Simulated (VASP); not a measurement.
# Ba (Fm-3m) in VASP: further runs, part 2 of 2

VASP 6.6.1.

## (5) Single point, LDA

This run uses another cell than the first one, of 48.43 Å³/atom.

INCAR

```
SYSTEM = Ba
  PREC = Accurate
  ENCUT = 520
  EDIFF = 1E-7
  ISMEAR = -1
  SIGMA = 0.1
  LREAL = .False.
  LASPH = .True.
  NELM = 60
  ALGO = Normal
  ISIF = 2
  LWAVE = .False.
  LCHARG = .False.
  GGA = CA
  NBANDS = 11
```

KPOINTS

```
Automatic mesh
0
Gamma
  16 16 16
  0 0 0
```

POSCAR

```
Ba
1.0
    0.0000000000      2.8931437469      2.8931437469
    2.8931437469      0.0000000000      2.8931437469
    2.8931437469      2.8931437469      0.0000000000
Ba
1
Direct
    0.0000000000      0.0000000000      0.0000000000
```

Potentials or basis: VASP PAW LDA potentials, release 64 (Ba_sv).

The run is started by

```sh
> cat potpaw_LDA.64/Ba_sv/POTCAR > POTCAR
> mpirun -np 1 vasp_std > vasp.out
```

OUTCAR:

```text
SYSTEM = Ba
   PREC = Accurate
   ENCUT = 520
   EDIFF = 1E-7
   ISMEAR = -1
   LREAL = .False.
   LASPH = .True.
   NELM = 60
   ISIF = 2
   GGA = CA

 ion  position               nearest neighbor table
   1  0.000  0.000  0.000-

  LATTYP: Found a face centered cubic cell.
 ALAT       =     5.7862874938

  Lattice vectors:

 A1 = (   0.0000000000,   2.8931437469,   2.8931437469)
 A2 = (   2.8931437469,   0.0000000000,   2.8931437469)
 A3 = (   2.8931437469,   2.8931437469,   0.0000000000)

Analysis of symmetry for initial positions (statically):
=====================================================================
 Subroutine PRICEL returns:
 Original cell was already a primitive cell.

 Routine SETGRP: Setting up the symmetry group for a
 face centered cubic supercell.

 Subroutine GETGRP returns: Found 48 space group operations
 (whereof 48 operations were pure point group operations)
 out of a pool of 48 trial point group operations.

The static configuration has the point symmetry O_h .

Analysis of symmetry for dynamics (positions and initial velocities):
=====================================================================
 Subroutine PRICEL returns:
 Original cell was already a primitive cell.

 Routine SETGRP: Setting up the symmetry group for a
 face centered cubic supercell.

 Subroutine GETGRP returns: Found 48 space group operations
 (whereof 48 operations were pure point group operations)
 out of a pool of 48 trial point group operations.

The dynamic configuration has the point symmetry O_h .

 Subroutine INISYM returns: Found 48 space group operations
 (whereof 48 operations are pure point group operations),
 and found     1 'primitive' translations

----------------------------------------------------------------------------------------

                                     Primitive cell

  volume of cell :      48.4329

[... 104 lines left out ...]
   IMIX   =      4    mixing-type and parameters
     AMIX     =   0.40;   BMIX     =  1.00
     AMIX_MAG =   1.60;   BMIX_MAG =  1.00
  volume/ion in A,a.u.               =      48.43       326.84
  Fermi-wavevector in a.u.,A,eV,Ry     =   0.967598  1.828494 12.738390  0.936245
  Thomas-Fermi vector in A             =   2.097497
   LORBIT       =      0    0 simple, 1 ext, 2 COOP (PROOUT), +10 PAW based schemes
   GGA     = CA    functional components
   LHFCALC =     F    Hartree Fock is set to
   AEXX    =    0.0000 exact exchange contribution
   IVDW    =     0    specifies the selected vdW correction
   LEPSILON=     F    determine dielectric tensor
   LRPA    =     F    only Hartree local field effects (RPA)
 non-spin polarized calculation
  energy-cutoff  :      520.00
  volume of cell :       48.43
 maximum number of plane-waves:      1323
   NGX = 15   NGY = 15   NGZ = 15

 number of electron      10.0000000 magnetization

 Free energy of the ion-electron system (eV)
  ---------------------------------------------------
  ext. energy  EPLUGINS =         0.00000000
  ---------------------------------------------------
  free energy    TOTEN  =        -2.24244480 eV

  energy without entropy =       -2.19226779  energy(sigma->0) =       -2.21735630

 E-fermi :   2.4057     XC(G=0):  -8.5152

 val. band max:        2.3896323202   @ k =  -0.4375   0.3750   0.0000
 cond. band min:       2.4091657242   @ k =  -0.3750   0.3750   0.1875
 fundamental gap:      0.0195334040
 Fermi energy:         2.4057434788

 k-point     1 :       0.0000    0.0000    0.0000
  band No.  band energies     occupation
      1     -26.0311      2.00000
      2     -10.7490      2.00000
      3     -10.7490      2.00000
      4     -10.7490      2.00000
      5      -0.4005      2.00000
      6       4.4138      0.00000
      7       4.4138      0.00000
      8       4.4138      0.00000
      9       6.5320      0.00000
     10       6.5320      0.00000
     11       9.0664      0.00000
[... 309 lines left out ...]
 k-point    24 :      -0.0625    0.0625    0.0000
  band No.  band energies     occupation
      1     -26.0190      2.00000
      2     -10.8577      2.00000
      3     -10.7791      2.00000
      4     -10.7554      2.00000
      5      -0.1431      2.00000
      6       4.1275      0.00000
      7       4.5275      0.00000
      8       4.5504      0.00000
      9       6.2117      0.00000
     10       6.4944      0.00000
     11       9.6473      0.00000

 [... further k-points ...]
[... 5 lines left out ...]
  --------------------------------------------------------------------------------------
  -------------------------------------------------------------------------------------
  Total        0.3673428      0.3673428      0.3673428      0.0000000      0.0000000     -0.0000000
  in kB       12.1518417     12.1518417     12.1518417      0.0000000      0.0000000     -0.0000000
  external PRESSURE =      12.1518417 kB  Pullay stress =       0.0000000 kB

 VOLUME and BASIS-vectors are now :
 -----------------------------------------------------------------------------
  energy-cutoff  :      520.00
  volume of cell :       48.43
      direct lattice vectors                 reciprocal lattice vectors
     0.000000000  2.893143747  2.893143747    -0.172822384  0.172822384  0.172822384
     2.893143747  0.000000000  2.893143747     0.172822384 -0.172822384  0.172822384
     2.893143747  2.893143747  0.000000000     0.172822384  0.172822384 -0.172822384

 POSITION                                       TOTAL-FORCE (eV/Angst)
 -----------------------------------------------------------------------------------
      0.00000      0.00000      0.00000         0.000000      0.000000      0.000000
 -----------------------------------------------------------------------------------
    total drift:                               -0.000000     -0.000000      0.000000

  FREE ENERGIE OF THE ION-ELECTRON SYSTEM (eV)
  ---------------------------------------------------
  free  energy   TOTEN  =        -2.2424448008 eV

  energy  without entropy=       -2.1922677921  energy(sigma->0) =       -2.21735630
```

stdout:

```text
POSCAR found type information on POSCAR Ba
 POSCAR found :  1 types and       1 ions
 scaLAPACK will be used
 LDA part: xc-table for (Slater(with rela. corr.)+CA(PZ))
 , standard interpolation
 POSCAR, INCAR and KPOINTS ok, starting setup
 FFT: planning ... GRIDC
 FFT: planning ... GRID_SOFT
 FFT: planning ... GRID
 WAVECAR not read
 entering main loop
```

It took 55 s on 1 thread of Intel Xeon Platinum 8259CL at 2.50GHz (Skylake/Cascade Lake), shared host; peak memory 0.2 GiB.

What came out:

- Free energy: -2.2424 eV
- Pressure: 1.2 GPa
- Band gap on the k mesh: zero (bands 5 and 6 overlap by 0.73 eV)

Levels at points of the mesh, in eV from the Fermi level:
```tsv
k point	band 1	band 2	band 3	band 4	band 5	band 6	band 7	band 8	band 9	band 10
(0.00, 0.00, 0.00)	-28.44	-13.15	-13.15	-13.15	-2.81	2.01	2.01	2.01	4.13	4.13
(0.50, 0.00, 0.00)	-28.31	-14.20	-13.29	-13.29	-1.08	1.81	1.81	2.13	5.81	5.81
(0.50, 0.50, 0.00)	-28.27	-14.13	-13.52	-13.52	-1.16	-0.49	3.43	5.85	6.34	6.34
```

Caveat: spin-orbit coupling is left out, which moves the levels of the heavy elements.

## (6) The runs side by side

| cell | gap on the mesh (eV) | pressure (GPa) |
| --- | --- | --- |
| a = 3.641 Å, angles 60.0°, 1 atom | none | 8.2 |
| a = 3.818 Å, angles 60.0°, 1 atom | none | 4.6 |
| a = 3.988 Å, angles 60.0°, 1 atom | none | 2.3 |
| a = 4.092 Å, angles 60.0°, 1 atom | none | 1.2 |

Alike in all rows: task single point; level LDA; potentials or basis VASP PAW LDA potentials, release 64 (Ba_sv); no spin polarisation; k mesh 16 × 16 × 16; cutoff (eV) 520; smearing fermi-dirac 0.1 eV.

Caveats: spin-orbit coupling is left out, which moves the levels of the heavy elements; the cell stands under pressure (at least some runs).

Absolute energies hang on the potentials; compare differences alone.
